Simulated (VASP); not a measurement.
Input of a VASP 6.6.1 run:

INCAR

```
ALGO = Normal ; EDIFF = 1E-6
ENCUT = 520 ; GGA = CA
ISIF = 2 ; ISMEAR = -1
LASPH = True ; LCHARG = False
LREAL = False ; LWAVE = False
NBANDS = 21 ; NELM = 100
PREC = Accurate ; SIGMA = 0.05
```

The input KPOINTS:

```
k-points
0
Gamma
  16 16 9
```

The input POSCAR:

```
Sn
1.0
    2.6120130309      0.0000000000      0.0000000000
   -1.3060065154      2.2620696398      0.0000000000
    0.0000000000      0.0000000000      4.2132681865
Sn
2
Direct
    0.3333333333      0.6666666667      0.2500000000
    0.6666666667      0.3333333333      0.7500000000
```

Potentials or basis: VASP PAW LDA potentials, release 64 (Sn_d).

Launch:

```console
$ cat potpaw_LDA.64/Sn_d/POTCAR > POTCAR
$ mpirun -np 1 vasp_std > vasp.out
```

(1) What does it give for the band gap on the k mesh?

(2) Predict the pressure.

Answers

(1) zero (band 14 reaches 31.46 eV, above the bottom of band 15 at 18.16 eV).

(2) 242.2 GPa.

Caveat: spin-orbit coupling is left out, which moves the levels of the heavy elements.
